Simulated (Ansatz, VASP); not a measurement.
**YbB in VASP and in Ansatz**

```
Yb B
1.0
     3.16700    0.00000    0.00000
     0.00000    3.16700    0.00000
     0.00000    0.00000    3.16700
Yb B
1 1
Direct
  0.00000 0.00000 0.00000
  0.50000 0.50000 0.50000
```

Change from the starting cell: species swapped into the HfTc type (Pm-3m, No. 221).

Alike in both runs: functional PBE; k mesh 6 × 6 × 6; occupations gaussian, width 0.1 eV; no spin polarisation.

Ansatz relaxed the structure, and its values are those at the end. VASP's run is a single point on that final structure, the one shown.

|  | VASP | Ansatz |
| --- | --- | --- |
| version | VASP 6.6.1 | Ansatz 0.2.0 |
| potentials or method | VASP PAW PBE potentials, release 64 (Yb, B), cutoff 520 eV | scalar-relativistic, plane waves, PAW |
| valence electrons in the cell | 27 | 27 |

```csv
,VASP,Ansatz,Ansatz less VASP
gap on the k mesh at the Fermi level (eV),none,none,-
pressure (GPa),0.0,0.0,+0.01
```

A gap of «none» marks a metal or a gap that the smearing closes.

Spin-orbit coupling is off throughout.
